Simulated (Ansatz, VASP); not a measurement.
One calculation of Cu, two programs

INCAR

```
SYSTEM = Cu
PREC = Accurate ; ENCUT = 600
EDIFF = 1E-6 ; ISMEAR = 0
SIGMA = 0.020999999999999998 ; LREAL = .False.
LASPH = .True. ; NELM = 120
ALGO = Normal ; ISIF = 2
LWAVE = .False. ; LCHARG = .True.
GGA = PE ; LELF = .True.
LVHAR = .True. ; NBANDS = 12
GGA_COMPAT = .False.
```

KPOINTS

```
regular mesh
0
Gamma
  13 13 13
  0 0 0
```

The input POSCAR:

```
Cu
1.0
    0.0000000000      1.8075000000      1.8075000000
    1.8075000000      0.0000000000      1.8075000000
    1.8075000000      1.8075000000      0.0000000000
Cu
1
Direct
    0.0000000000      0.0000000000      0.0000000000
```

Contents of input.yaml:

```yaml
crystal:
  lattice:
    - [0.0, 1.8075, 1.8075]
    - [1.8075, 0.0, 1.8075]
    - [1.8075, 1.8075, 0.0]
  atoms:
    - { symbol: Cu, position: [0.0, 0.0, 0.0] }
kpoints:
  mp_grid: { grid: [13, 13, 13] }
scf:
  occupations: { method: gaussian, width: 0.021 }
hamiltonian:
  xc: pbe
  pseudopotentials: { kind: all_electron, lapw: { basis_error: 0.001 } }
output:
  forces: true
  stress: true
  eigenvalues: true
```

Alike in both runs: task single point; functional PBE; k mesh 13 × 13 × 13; occupations gaussian, width 0.021 eV; no spin polarisation.

|  | VASP | Ansatz |
| --- | --- | --- |
| version | VASP 6.6.1 | Ansatz 0.2.0 |
| potentials or method | VASP PAW PBE potentials, release 64 (Cu), cutoff 600 eV | all-electron LAPW, scalar-relativistic |

Ansatz gave:

| Quantity | Value |
| --- | --- |
| gap on the k mesh at the Fermi level (eV) | none |
| pressure (GPa) | 1.7 |

Question: What did VASP give for the same quantities?

Answer: gap on the k mesh at the Fermi level (eV): none; pressure (GPa): 2.3.

A gap of «none» marks a metal or a gap that the smearing closes. Ansatz ran all-electron here, and VASP with PAW potentials.
